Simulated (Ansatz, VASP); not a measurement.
One calculation of MoS2, two programs

```
Mo S
1.0
     3.15500    0.00000    0.00000
    -1.57750    2.73231    0.00000
     0.00000    0.00000   28.00000
Mo S
2 4
Direct
  0.33333 0.66667 0.39272
  0.66667 0.33333 0.60728
  0.66667 0.33333 0.44784
  0.66667 0.33333 0.33771
  0.33333 0.66667 0.66229
  0.33333 0.66667 0.55216
```

Alike in both runs: functional LDA; k mesh 12 × 12 × 1; no spin polarisation.

Ansatz relaxed the structure, and its values are those at the end. VASP's run is a single point on that final structure, the one shown.

```csv
,VASP,Ansatz
version,VASP 6.6.1,Ansatz 0.2.0
potentials or method,"VASP PAW LDA potentials, release 64 (Mo_sv, S), cutoff 520 eV","scalar-relativistic, plane waves, PAW"
occupations,"gaussian, width 0.01 eV",fixed
valence electrons in the cell,52,52
```

```tsv
	VASP	Ansatz	Ansatz less VASP
gap on the k mesh at the Fermi level (eV)	1.08	1.07	-0.014
least direct gap on the mesh (eV)	1.69	1.69	-0.007
rms of the force components (eV/Å)	0.007	0.000	-0.0075
```

LDA's correlation is that of Perdew and Zunger in VASP and of Perdew and Wang (1992) in Ansatz. Ansatz's warnings: xc potential rough in thin density.
